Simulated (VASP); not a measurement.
# Ge (P6_3/mmc) in VASP: further runs

Aim: see how the results for Ge move with the level of theory and the settings. Levels: LDA, PBEsol, r2SCAN, PBE. Tasks: single point, relaxation of cell and atoms.

Everything below comes from runs of VASP 6.6.1. Logs are shortened: lines on timing, memory, paths and dates and some standing lists are left out, and cuts for length are marked.

### 1 The cell of the first run

The structure is hexagonal, space group P6_3/mmc (No. 194). Conventional cell: a = 3.968 Å, b = 3.968 Å, c = 6.505 Å, α = 90.00°, β = 90.00°, γ = 120.00°. Within 3.2 Å of Ge (site symmetry 3m) lie 4 Ge at 2.43 to 2.44 Å.

### 2 Single point, LDA

File INCAR:

```
SYSTEM = Ge
ALGO = Normal
EDIFF = 1E-6
ENCUT = 520
GGA = CA
ISIF = 2
ISMEAR = -1
LASPH = .TRUE.
LCHARG = .FALSE.
LREAL = .FALSE.
LWAVE = .FALSE.
NBANDS = 36
NELM = 100
PREC = Accurate
SIGMA = 0.02
```

File KPOINTS:

```
k-points
0
G
  6 6 4
  0 0 0
```

File POSCAR:

```
Ge
1.0
    3.9682899558      0.0000000000      0.0000000000
   -1.9841449779      3.4366399113      0.0000000000
    0.0000000000      0.0000000000      6.5047885958
Ge
4
Direct
    0.3333333333      0.6666666667     -0.0000996844
    0.6666666667      0.3333333333      0.4999003156
    0.3333333333      0.6666666667      0.3750996844
    0.6666666667      0.3333333333      0.8750996844
```

Potentials or basis: VASP PAW LDA potentials, release 64 (Ge_d).

Run with:

```sh
> cat potpaw_LDA.64/Ge_d/POTCAR > POTCAR
> mpirun -np 1 vasp_std > vasp.out
```

OUTCAR:

```text
SYSTEM = Ge
   EDIFF = 1E-6
   ENCUT = 520
   GGA = CA
   ISIF = 2
   ISMEAR = -1
   LASPH = .TRUE.
   LREAL = .FALSE.
   NELM = 100
   PREC = Accurate

 ion  position               nearest neighbor table
   1  0.333  0.667  1.000-   4 2.43   4 2.43   4 2.43   3 2.44
   2  0.667  0.333  0.500-   3 2.43   3 2.43   3 2.43   4 2.44
   3  0.333  0.667  0.375-   2 2.43   2 2.43   2 2.43   1 2.44
   4  0.667  0.333  0.875-   1 2.43   1 2.43   1 2.43   2 2.44

  LATTYP: Found a hexagonal cell.
 ALAT       =     3.9682899558
 C/A-ratio  =     1.6391918605

  Lattice vectors:

 A1 = (   3.9682899558,   0.0000000000,   0.0000000000)
 A2 = (  -1.9841449779,   3.4366399113,   0.0000000000)
 A3 = (   0.0000000000,   0.0000000000,   6.5047885958)

Analysis of symmetry for initial positions (statically):
=====================================================================
 Subroutine PRICEL returns:
 Original cell was already a primitive cell.

 Routine SETGRP: Setting up the symmetry group for a
 hexagonal supercell.

 Subroutine GETGRP returns: Found 24 space group operations
 (whereof  6 operations were pure point group operations)
 out of a pool of 24 trial point group operations.

The static configuration has the point symmetry C_3v.
 The point group associated with its full space group is D_6h.

Analysis of symmetry for dynamics (positions and initial velocities):
=====================================================================
 Subroutine PRICEL returns:
 Original cell was already a primitive cell.

 Routine SETGRP: Setting up the symmetry group for a
 hexagonal supercell.

 Subroutine GETGRP returns: Found 24 space group operations
 (whereof  6 operations were pure point group operations)
 out of a pool of 24 trial point group operations.

The dynamic configuration has the point symmetry C_3v.
 The point group associated with its full space group is D_6h.

 Subroutine INISYM returns: Found 24 space group operations
 (whereof  6 operations are pure point group operations),
 and found     1 'primitive' translations

----------------------------------------------------------------------------------------

                                     Primitive cell

  volume of cell :      88.7096

  direct lattice vectors                    reciprocal lattice vectors
     3.968289956  0.000000000  0.000000000     0.251997715  0.145490948  0.000000000
    -1.984144978  3.436639911  0.000000000     0.000000000  0.290981897  0.000000000
     0.000000000  0.000000000  6.504788596     0.000000000  0.000000000  0.153732898

  length of vectors
     3.968289956  3.968289956  6.504788596     0.290981897  0.290981897  0.153732898

  position of ions in fractional coordinates (direct lattice)
     0.333333333  0.666666667  0.999900316
     0.666666667  0.333333333  0.499900316
     0.333333333  0.666666667  0.375099684
     0.666666667  0.333333333  0.875099684

  ion indices of the primitive-cell ions
   primitive index   ion index
                 1           1
                 2           2
                 3           3
                 4           4

----------------------------------------------------------------------------------------

 KPOINTS: k-points

Automatic generation of k-mesh.
 Grid dimensions read from file:
 generate k-points for:    6    6    4

 Generating k-lattice:

  Cartesian coordinates                     Fractional coordinates (reciprocal lattice)
     0.041999619  0.024248491  0.000000000     0.166666667  0.000000000  0.000000000
     0.000000000  0.048496983  0.000000000     0.000000000  0.166666667  0.000000000
     0.000000000  0.000000000  0.038433224     0.000000000  0.000000000  0.250000000

  Length of vectors
     0.048496983  0.048496983  0.038433224

  Shift w.r.t. Gamma in fractional coordinates (k-lattice)
     0.000000000  0.000000000  0.000000000

 Subroutine IBZKPT returns following result:
 ===========================================

 Found     21 irreducible k-points:

 Following reciprocal coordinates:
            Coordinates               Weight
  0.000000  0.000000  0.000000      1.000000
  0.166667 -0.000000  0.000000      6.000000
  0.333333 -0.000000  0.000000      6.000000
  0.500000  0.000000  0.000000      3.000000
  0.166667  0.166667  0.000000      6.000000
  0.333333  0.166667  0.000000     12.000000
[... 13 lines left out ...]
  0.333333  0.166667  0.500000     12.000000
  0.333333  0.333333  0.500000      2.000000
   k-points           NKPTS =     21   k-points in BZ     NKDIM =     21   number of bands    NBANDS=     36
   number of dos      NEDOS =    301   number of ions     NIONS =      4
   total plane-waves  NPLWV =  43200
   dimension x,y,z NGX =    30 NGY =   30 NGZ =   48
   dimension x,y,z NGXF=    60 NGYF=   60 NGZF=   96
   ions per type =               4
   NGX,Y,Z   is equivalent  to a cutoff of  12.57, 12.57, 12.27 a.u.
   NGXF,Y,Z  is equivalent  to a cutoff of  25.14, 25.14, 24.54 a.u.
 SYSTEM =  Ge
   PREC   = accura    normal or accurate (medium, high low for compatibility)
   ISTART =      0    job   : 0-new  1-cont  2-samecut
   ICHARG =      2    charge: 1-file 2-atom 10-const
   ISPIN  =      1    spin polarized calculation?
   LNONCOLLINEAR =      F non collinear calculations
   LSORBIT =      F    spin-orbit coupling
   LASPH  =      T    aspherical Exc in radial PAW
   ENCUT  =  520.0 eV  38.22 Ry    6.18 a.u.   7.38  7.38 12.09*2*pi/ulx,y,z
   NELM   =    100;   NELMIN=  2; NELMDL= -5     # of ELM steps
   EDIFF  = 0.1E-05   stopping-criterion for ELM
   LREAL  =      F    real-space projection
   EDIFFG = 0.1E-04   stopping-criterion for IOM
   NSW    =      0    number of steps for IOM
   IBRION =     -1    ionic relax: 0-MD 1-quasi-New 2-CG
   NFREE  =      0    steps in history (QN), initial steepest desc. (CG)
   ISIF   =      2    stress and relaxation
   ISYM   =      2    0-nonsym 1-usesym 2-fastsym
   POTIM  = 0.5000    time-step for ionic-motion
   TEBEG  =    0.0;   TEEND  =   0.0 temperature during run
   PSTRESS=    0.0 pullay stress
   NELECT =      56.0000    total number of electrons
   NUPDOWN=      -1.0000    fix difference up-down
   EMIN   =  10.00;   EMAX   =-10.00  energy-range for DOS
   EFERMI =   0.00;   METHOD = LEGACY
   ISMEAR =    -1;   SIGMA  =   0.02  broadening in eV -4-tet -1-fermi 0-gaus
   EFERMI_NEDOS =   21; number of points for ismear=-14 and -15
   IALGO  =     38    algorithm
   IMIX   =      4    mixing-type and parameters
     AMIX     =   0.40;   BMIX     =  1.00
     AMIX_MAG =   1.60;   BMIX_MAG =  1.00
  volume/ion in A,a.u.               =      22.18       149.66
  Fermi-wavevector in a.u.,A,eV,Ry     =   1.404367  2.653869 26.834047  1.972247
  Thomas-Fermi vector in A             =   2.526936
   LORBIT       =      0    0 simple, 1 ext, 2 COOP (PROOUT), +10 PAW based schemes
   GGA     = CA    functional components
   LHFCALC =     F    Hartree Fock is set to
   AEXX    =    0.0000 exact exchange contribution
   IVDW    =     0    specifies the selected vdW correction
   LEPSILON=     F    determine dielectric tensor
   LRPA    =     F    only Hartree local field effects (RPA)
 non-spin polarized calculation
  energy-cutoff  :      520.00
  volume of cell :       88.71
 maximum number of plane-waves:      2424
 NGX is ok and might be reduce to    30
   NGX = 15   NGY = 15   NGZ = 25

 number of electron      56.0000001 magnetization

 Free energy of the ion-electron system (eV)
  ---------------------------------------------------
  ext. energy  EPLUGINS =         0.00000000
  ---------------------------------------------------
  free energy    TOTEN  =       -20.67677234 eV

  energy without entropy =      -20.67634907  energy(sigma->0) =      -20.67656070

 E-fermi :   4.9922     XC(G=0): -10.3804

 val. band max:        4.8550055477   @ k =   0.0000   0.0000   0.0000
 cond. band min:       4.9930060207   @ k =   0.0000   0.0000   0.2500
 fundamental gap:      0.1380004731
 Fermi energy:         4.9921732480

 k-point     1 :       0.0000    0.0000    0.0000
  band No.  band energies     occupation
      1     -20.0814      2.00000
      2     -20.0814      2.00000
      3     -20.0461      2.00000
      4     -20.0400      2.00000
      5     -20.0400      2.00000
      6     -20.0282      2.00000
[... 28 lines left out ...]
     35       9.5625      0.00000
     36      10.9353      0.00000

 k-point     2 :       0.1667   -0.0000    0.0000
  band No.  band energies     occupation
      1     -20.0961      2.00000
      2     -20.0867      2.00000
      3     -20.0595      2.00000
      4     -20.0492      2.00000
      5     -20.0396      2.00000
      6     -20.0126      2.00000
[... 28 lines left out ...]
     35      10.7046      0.00000
     36      10.7265      0.00000

 k-point     3 :       0.3333   -0.0000    0.0000
  band No.  band energies     occupation
      1     -20.1043      2.00000
      2     -20.0917      2.00000
      3     -20.0783      2.00000
      4     -20.0604      2.00000
      5     -20.0293      2.00000
      6     -20.0002      2.00000
[... 28 lines left out ...]
     35      11.9711      0.00000
     36      12.0374      0.00000

 k-point     4 :       0.5000    0.0000    0.0000
  band No.  band energies     occupation
      1     -20.0990      2.00000
      2     -20.0924      2.00000
      3     -20.0915      2.00000
      4     -20.0641      2.00000
      5     -20.0163      2.00000
      6     -19.9968      2.00000
[... 28 lines left out ...]
     35      12.6099      0.00000
     36      13.0675      0.00000

 k-point     5 :       0.1667    0.1667    0.0000
  band No.  band energies     occupation
      1     -20.1022      2.00000
      2     -20.0975      2.00000
      3     -20.0713      2.00000
      4     -20.0649      2.00000
      5     -20.0254      2.00000
      6     -20.0020      2.00000
[... 538 lines left out ...]
 k-point    19 :       0.1667    0.1667    0.5000
  band No.  band energies     occupation
      1     -20.0824      2.00000
      2     -20.0824      2.00000
      3     -20.0757      2.00000
      4     -20.0757      2.00000
      5     -20.0235      2.00000
      6     -20.0235      2.00000
[... 28 lines left out ...]
     35      10.7614      0.00000
     36      10.7614      0.00000

 k-point    20 :       0.3333    0.1667    0.5000
  band No.  band energies     occupation
      1     -20.0912      2.00000
      2     -20.0912      2.00000
      3     -20.0762      2.00000
      4     -20.0762      2.00000
      5     -20.0115      2.00000
      6     -20.0115      2.00000
[... 28 lines left out ...]
     35      11.8373      0.00000
     36      11.8373      0.00000

 k-point    21 :       0.3333    0.3333    0.5000
  band No.  band energies     occupation
      1     -20.1000      2.00000
      2     -20.1000      2.00000
      3     -20.0765      2.00000
      4     -20.0765      2.00000
      5     -20.0048      2.00000
      6     -20.0048      2.00000
[... 28 lines left out ...]
     35      11.6417      0.00000
     36      11.6417      0.00000

------------------------ aborting loop because EDIFF is reached ----------------------------------------

  FORCE on cell =-STRESS in cart. coord.  units (eV):
  Direction    XX          YY          ZZ          XY          YZ          ZX
  --------------------------------------------------------------------------------------
  -------------------------------------------------------------------------------------
  Total        0.1030515      0.1030515      0.1193201      0.0000000      0.0000000      0.0000000
  in kB        1.8612051      1.8612051      2.1550304      0.0000000      0.0000000      0.0000000
  external PRESSURE =       1.9591469 kB  Pullay stress =       0.0000000 kB

 VOLUME and BASIS-vectors are now :
 -----------------------------------------------------------------------------
  energy-cutoff  :      520.00
  volume of cell :       88.71
      direct lattice vectors                 reciprocal lattice vectors
     3.968289956  0.000000000  0.000000000     0.251997715  0.145490948  0.000000000
    -1.984144978  3.436639911  0.000000000     0.000000000  0.290981897  0.000000000
     0.000000000  0.000000000  6.504788596     0.000000000  0.000000000  0.153732898

 POSITION                                       TOTAL-FORCE (eV/Angst)
 -----------------------------------------------------------------------------------
     -0.00000      2.29109      6.50414         0.000000     -0.000000      0.003327
      1.98414      1.14555      3.25175        -0.000000      0.000000      0.003327
     -0.00000      2.29109      2.43994         0.000000     -0.000000     -0.003327
      1.98414      1.14555      5.69234        -0.000000      0.000000     -0.003327
 -----------------------------------------------------------------------------------
    total drift:                               -0.000000      0.000000      0.000000

  FREE ENERGIE OF THE ION-ELECTRON SYSTEM (eV)
  ---------------------------------------------------
  free  energy   TOTEN  =       -20.6767723443 eV

  energy  without entropy=      -20.6763490651  energy(sigma->0) =      -20.67656070
```

Run time: 38 s. Hardware: 1 thread of Intel Xeon 6975P-C, shared host; peak memory 0.19 GiB.

What came out:

```yaml
Free_energy: -20.6768 eV
Pressure: 0.2 GPa
Largest_force: 0.003 eV/Å
Band_gap_on_the_k_mesh: zero (band 28 reaches 5.09 eV, above the bottom of band 29 at 4.99 eV)
```

Forces on the atoms (eV/Å):
```
Ge   0.000  0.000  0.003
Ge   0.000  0.000  0.003
Ge   0.000  0.000 -0.003
Ge   0.000  0.000 -0.003
```

### 3 Single point, PBEsol

This run uses another cell than the first one, of 22.85 Å³/atom, 1.030 times its volume.

File INCAR:

```
PREC     = Accurate       # precision mode
ENCUT    = 520            # plane-wave cutoff, eV
EDIFF    = 1E-6           # SCF threshold, eV
ISMEAR   = -1             # smearing method
SIGMA    = 0.02           # smearing width, eV
LREAL    = False          # projectors in reciprocal space
LASPH    = True           # aspherical terms in the spheres
NELM     = 80             # most SCF steps
ALGO     = Normal         # electronic algorithm
ISIF     = 2              # what is computed and relaxed
LWAVE    = False          # write WAVECAR
LCHARG   = False          # write CHGCAR
GGA      = PS             # functional
NBANDS   = 36             # bands
```

File KPOINTS:

```
Automatic mesh
0
Gamma
  6 6 4
```

File POSCAR:

```
Ge
1.0
    4.0054388334      0.0000000000      0.0000000000
   -2.0027194167      3.4688117831      0.0000000000
    0.0000000000      0.0000000000      6.5785998936
Ge
4
Direct
    0.3333333333      0.6666666667      0.0001062394
    0.6666666667      0.3333333333      0.5001062394
    0.3333333333      0.6666666667      0.3748937606
    0.6666666667      0.3333333333      0.8748937606
```

Potentials or basis: VASP PAW PBE potentials, release 64 (Ge_d).

Run with:

```sh
> cat potpaw_PBE.64/Ge_d/POTCAR > POTCAR
> mpirun -np 1 vasp_std > vasp.out
```

OUTCAR:

```text
PREC = Accurate
   ENCUT = 520
   EDIFF = 1E-6
   ISMEAR = -1
   LREAL = False
   LASPH = True
   NELM = 80
   ISIF = 2
   GGA = PS

 ion  position               nearest neighbor table
   1  0.333  0.667  0.000-   4 2.45   4 2.45   4 2.45   3 2.47
   2  0.667  0.333  0.500-   3 2.45   3 2.45   3 2.45   4 2.47
   3  0.333  0.667  0.375-   2 2.45   2 2.45   2 2.45   1 2.47
   4  0.667  0.333  0.875-   1 2.45   1 2.45   1 2.45   2 2.47

  LATTYP: Found a hexagonal cell.
 ALAT       =     4.0054388334
 C/A-ratio  =     1.6424167656

  Lattice vectors:

 A1 = (   4.0054388334,   0.0000000000,   0.0000000000)
 A2 = (  -2.0027194167,   3.4688117831,   0.0000000000)
 A3 = (   0.0000000000,   0.0000000000,   6.5785998936)

Analysis of symmetry for initial positions (statically):
=====================================================================
 Subroutine PRICEL returns:
 Original cell was already a primitive cell.

 Routine SETGRP: Setting up the symmetry group for a
 hexagonal supercell.

[... 164 lines left out ...]
  free energy    TOTEN  =       -19.64401372 eV

  energy without entropy =      -19.64354498  energy(sigma->0) =      -19.64377935

 E-fermi :   4.8036     XC(G=0): -10.0761

 val. band max:        4.7939073649   @ k =   0.0000   0.0000   0.0000
 cond. band min:       4.8323669545   @ k =   0.0000   0.0000   0.2500
 fundamental gap:      0.0384595896
 Fermi energy:         4.8035642386

 k-point     1 :       0.0000    0.0000    0.0000
  band No.  band energies     occupation
      1     -20.0105      2.00000
      2     -20.0105      2.00000
      3     -19.9768      2.00000
      4     -19.9719      2.00000
      5     -19.9719      2.00000
      6     -19.9613      2.00000
[... 808 lines left out ...]
     35      11.3757      0.00000
     36      11.3757      0.00000

------------------------ aborting loop because EDIFF is reached ----------------------------------------

  FORCE on cell =-STRESS in cart. coord.  units (eV):
  Direction    XX          YY          ZZ          XY          YZ          ZX
  --------------------------------------------------------------------------------------
  -------------------------------------------------------------------------------------
  Total       -0.0594388     -0.0594388     -0.0590672      0.0000000     -0.0000000     -0.0000000
  in kB       -1.0418761     -1.0418761     -1.0353627      0.0000000     -0.0000000     -0.0000000
  external PRESSURE =      -1.0397050 kB  Pullay stress =       0.0000000 kB

 VOLUME and BASIS-vectors are now :
 -----------------------------------------------------------------------------
  energy-cutoff  :      520.00
  volume of cell :       91.40
      direct lattice vectors                 reciprocal lattice vectors
     4.005438833  0.000000000  0.000000000     0.249660534  0.144141577  0.000000000
    -2.002719417  3.468811783  0.000000000     0.000000000  0.288283154  0.000000000
     0.000000000  0.000000000  6.578599894     0.000000000  0.000000000  0.152008028

 POSITION                                       TOTAL-FORCE (eV/Angst)
 -----------------------------------------------------------------------------------
     -0.00000      2.31254      0.00070        -0.000000     -0.000000      0.000393
      2.00272      1.15627      3.29000         0.000000     -0.000000      0.000393
     -0.00000      2.31254      2.46628        -0.000000     -0.000000     -0.000393
      2.00272      1.15627      5.75558         0.000000      0.000000     -0.000393
 -----------------------------------------------------------------------------------
    total drift:                               -0.000000      0.000000      0.000229

  FREE ENERGIE OF THE ION-ELECTRON SYSTEM (eV)
  ---------------------------------------------------
  free  energy   TOTEN  =       -19.6440137234 eV

  energy  without entropy=      -19.6435449831  energy(sigma->0) =      -19.64377935
```

stdout:

```text
POSCAR found type information on POSCAR Ge
 POSCAR found :  1 types and       4 ions
 scaLAPACK will be used
 -----------------------------------------------------------------------------
|                                                                             |
|                                                                             |
|     You enforced a specific xc type in the INCAR file but a different       |
|     I HOPE YOU KNOW WHAT YOU ARE DOING!                                     |
|                                                                             |
 -----------------------------------------------------------------------------

 LDA part: xc-table for (Slater+PW92), standard interpolation
 POSCAR, INCAR and KPOINTS ok, starting setup
 FFT: planning ... GRIDC
 FFT: planning ... GRID_SOFT
 FFT: planning ... GRID
 WAVECAR not read
 entering main loop
```

It took 54 s on 1 thread of Intel Xeon 6975P-C, shared host; peak memory 0.22 GiB.

Results:

* Free energy: -19.6440 eV
* Pressure: -0.1 GPa
* Band gap on the k mesh: 0.04 eV, indirect (least direct gap 0.14 eV)

Caveat: the PAW data sets were made with another functional, which shifts forces and pressure a little. A k mesh can miss the band edges.

(Continued in part 2 of 3.)
